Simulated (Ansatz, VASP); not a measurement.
One calculation of TePb, two programs

```
Te Pb
1.0
     0.00000    3.28605    3.28605
     3.28605    0.00000    3.28605
     3.28605    3.28605    0.00000
Te Pb
1 1
Direct
  0.50000 0.50000 0.50000
  0.00000 0.00000 0.00000
```

Alike in both runs: functional PBE; k mesh 6 × 6 × 6; no spin polarisation.

Ansatz relaxed the structure, and its values are those at the end. VASP's run is a single point on that final structure, the one shown.

|  | VASP | Ansatz |
| --- | --- | --- |
| version | VASP 6.6.1 | Ansatz 0.2.0 |
| potentials or method | VASP PAW PBE potentials, release 64 (Te, Pb_d) | plane waves, PAW |
| plane-wave cutoff (eV) | 520 | 420 |
| occupations | gaussian, width 0.01 eV | fixed |
| valence electrons in the cell | 20 | 30 |

|  | VASP | Ansatz | Ansatz less VASP |
| --- | --- | --- | --- |
| pressure (GPa) | -0.1 | 0.0 | +0.06 |

VASP's potentials hold 20 valence electrons a cell and Ansatz's 30, so a difference there can come from the potentials and not from the codes.

Spin-orbit coupling is off throughout.
